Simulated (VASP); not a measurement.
Set up this calculation in VASP 6.6.1, as the native input.

- Task: relaxation of cell and atoms
- Functional: PBE
- Potentials or basis: VASP PAW PBE potentials, release 64 (Pd)
- Cutoff: 600 eV
- k mesh: 18 × 18 × 18
- Occupations: gaussian, width 0.1 eV
- Spin: no spin polarisation
- Dipole correction: no
- Further INCAR settings: ALGO = Fast; EDIFF = 1e-07; IBRION = 2; EDIFFG = -0.005; NSW = 100; ISIF = 3

The structure of Pd lies in POSCAR:

```
Pd
1.0
    0.0000000000      1.9762093481      1.9762093481
    1.9762093481      0.0000000000      1.9762093481
    1.9762093481      1.9762093481      0.0000000000
Pd
1
Direct
    0.0000000000      0.0000000000      0.0000000000
```

The input as run:

INCAR

```
SYSTEM = Pd
  PREC = Accurate
  ENCUT = 600
  EDIFF = 1E-7
  ISMEAR = 0
  SIGMA = 0.1
  LREAL = .FALSE.
  LASPH = .TRUE.
  NELM = 100
  ALGO = Fast
  ISIF = 3
  LWAVE = .FALSE.
  LCHARG = .FALSE.
  GGA = PE
  IBRION = 2
  NSW = 100
  EDIFFG = -0.005
```

KPOINTS

```
regular mesh
0
G
  18 18 18
  0 0 0
```

Potentials or basis: VASP PAW PBE potentials, release 64 (Pd).

Run with:

```sh
$ cat potpaw_PBE.64/Pd/POTCAR > POTCAR
$ mpirun -np 1 vasp_std > vasp.out
```

Results of the run:

* Relaxed volume: 15.28 Å³/atom
* Relaxed cell: a = 2.786 Å, b = 2.786 Å, c = 2.786 Å, α = 60.00°, β = 60.00°, γ = 60.00°
* Space group after relaxing (to 0.05 Å): Fm-3m (No. 225)
* Energy gained by relaxing: 0.8 meV/atom
* Ionic steps: 3
* Pressure after relaxing: 0.0 GPa
* Band gap on the k mesh: zero (band 5 reaches 9.46 eV, above the bottom of band 6 at 7.97 eV)

It took 31 s on 1 thread of Intel(R) Xeon(R) 6975P-C (Granite Rapids), with other jobs on the host, peak memory 0.16 GiB.
